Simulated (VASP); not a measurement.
Al: single point with PBE+D3(BJ)

Al:

```xyz
2
Lattice="0.0000 -1.9914 -1.9914 -1.9914 0.0000 -1.9914 1.9914 1.9914 -3.9827" Properties=species:S:1:pos:R:3 pbc="T T T"
Al    0.0260    0.0260   -4.0087
Al   -0.0260   -0.0260    0.0260
```

This cell differs from its parent crystal: mode 6 (347.1 1/cm) frozen in, largest displacement +0.045 Å.

| Item | Value |
| --- | --- |
| Program | VASP 6.6.1 |
| Task | single point |
| Functional | PBE |
| Dispersion | D3(BJ) |
| Potentials or basis | VASP PAW PBE potentials, release 64 (Al) |
| Cutoff | 520 eV |
| k mesh | 24 × 24 × 24 |
| Occupations | gaussian, width 0.15 eV |
| Spin | no spin polarisation |

```yaml
Pressure: 0.3 GPa
Largest_force: 0.540 eV/Å
Band_gap_on_the_k_mesh: zero (band 3 reaches 12.34 eV, above the bottom of band 4 at 6.31 eV)
Dispersion_energy_per_atom: -0.352 eV
```

Forces on the atoms (eV/Å):
```
Al  -0.312 -0.312  0.312
Al   0.312  0.312 -0.312
```

Stress tensor (GPa, compression positive):
```
 0.31  0.18 -0.18
 0.18  0.31 -0.18
-0.18 -0.18  0.31
```

Levels at points of the mesh, in eV from the Fermi level:
```csv
k point,band 1,band 2,band 3,band 4,band 5,band 6,band 7
"(0.00, 0.00, 0.00)",-11.47,-4.76,-4.45,11.62,11.62,11.78,11.78
"(0.50, 0.00, 0.00)",-5.23,-5.20,-0.83,-0.73,3.72,3.81,6.99
"(0.50, 0.50, 0.00)",-4.81,-4.50,-3.00,-1.61,5.25,5.77,5.80
"(0.00, 0.00, 0.50)",-9.96,-9.47,3.41,3.63,11.12,11.12,11.25
```

Run time: 3.2 min on 1 thread of Intel(R) Xeon(R) Platinum 8259CL CPU @ 2.50GHz (Skylake/Cascade Lake), with other jobs on the host, peak memory 0.44 GiB.

Caveat: the cell differs from its parent crystal (mode 6 (347.1 1/cm) frozen in, largest displacement +0.045 Å); pairwise dispersion overbinds metals, which lowers pressure and volume.
